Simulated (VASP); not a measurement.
Write the native input for VASP 6.6.1 that does the following.

| Quantity | Value |
| --- | --- |
| Task | single point |
| Functional | LDA |
| Potentials or basis | VASP PAW LDA potentials, release 64 (Ti_sv, Al) |
| Cutoff | 520 eV |
| k mesh | 10 × 8 × 8 |
| Occupations | gaussian, width 0.15 eV |
| Spin | no spin polarisation |
| Dipole correction | no |
| Further INCAR settings | ALGO = Fast; EDIFF = 1e-06; NBANDS = 31 |

The structure of TiAl3 lies in POSCAR:

```
TiAl3
1.0
   -3.9105245017      0.0000000000      0.0000000000
    0.0000000000      3.9105245017      3.9105245017
    0.0000000000      3.9105245017     -3.9105245017
Ti Al
2 6
Direct
    0.0000000000      0.4832503287      0.4832503287
    0.0000000000      0.0167496713      0.0167496713
    0.5000000000      0.7269851845      0.7730148155
    0.5000000000      0.2730148155      0.2269851845
    0.5000000000      0.7269851845      0.2269851845
    0.5000000000      0.2730148155      0.7730148155
    0.0000000000      0.5112783812     -0.0112783812
    0.0000000000     -0.0112783812      0.5112783812
```

This cell differs from its parent crystal: mode 4 frozen in at -0.131 Å and mode 18 at -0.180 Å (largest displacements).

The input as run:

INCAR

```
PREC     = Accurate       # precision mode
ENCUT    = 520            # plane-wave cutoff, eV
EDIFF    = 1E-6           # SCF threshold, eV
ISMEAR   = 0              # smearing method
SIGMA    = 0.15           # smearing width, eV
LREAL    = F              # projectors in reciprocal space
LASPH    = T              # aspherical terms in the spheres
NELM     = 80             # most SCF steps
ALGO     = Fast           # electronic algorithm
ISIF     = 2              # what is computed and relaxed
LWAVE    = F              # write WAVECAR
LCHARG   = F              # write CHGCAR
GGA      = CA             # functional
NBANDS   = 31             # bands
```

KPOINTS

```
Automatic mesh
0
Gamma
  10 8 8
```

Potentials or basis: VASP PAW LDA potentials, release 64 (Ti_sv, Al).

Command:

```sh
$ cat potpaw_LDA.64/Ti_sv/POTCAR potpaw_LDA.64/Al/POTCAR > POTCAR
$ mpirun -np 1 vasp_std > vasp.out
```

Results of the run:

```yaml
Pressure: 3.1 GPa
Largest_force: 1.977 eV/Å
Band_gap_on_the_k_mesh: zero (band 21 reaches 9.48 eV, above the bottom of band 22 at 8.97 eV)
```

Caveat: the cell differs from its parent crystal (mode 4 frozen in at -0.131 Å and mode 18 at -0.180 Å (largest displacements)); forces of over 1 eV/Å act on the atoms, so gaps and moduli don't describe the material at rest.

Run time: 8.6 min on 1 thread of Intel(R) Xeon(R) 6975P-C (Granite Rapids), on a shared host, peak memory 0.45 GiB.
